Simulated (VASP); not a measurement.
Input of a VASP 6.6.1 run:

File INCAR:

```
ALGO = Normal
EDIFF = 1E-6
ENCUT = 560
GGA = PS
GGA_COMPAT = F
ISIF = 2
ISMEAR = 0
LASPH = T
LCHARG = T
LELF = T
LREAL = F
LVHAR = T
LWAVE = F
NBANDS = 14
NELM = 120
PREC = Accurate
SIGMA = 0.1
```

File KPOINTS:

```
k-points
0
Gamma
  9 9 8
```

Contents of POSCAR:

```
Ru
1.0
    2.5723315739      0.0000000000      0.0000000000
   -1.2861657869      2.2277044899      0.0000000000
    0.0000000000      0.0000000000      2.4035223143
Ru
1
Direct
    0.0000000000      0.0000000000      0.0000000000
```

Potentials or basis: VASP PAW PBE potentials, release 64 (Ru_sv).

Run with:

```sh
$ cat potpaw_PBE.64/Ru_sv/POTCAR > POTCAR
$ mpirun -np 1 vasp_std > vasp.out
```

(1) Predict the band gap on the k mesh.

(2) Estimate the pressure.

## Answers

(1) zero (bands 8 and 9 overlap by 3.75 eV).

(2) 15.3 GPa.

Caveat: the cell stands under pressure; the PAW data sets were made with another functional, which shifts forces and pressure a little.
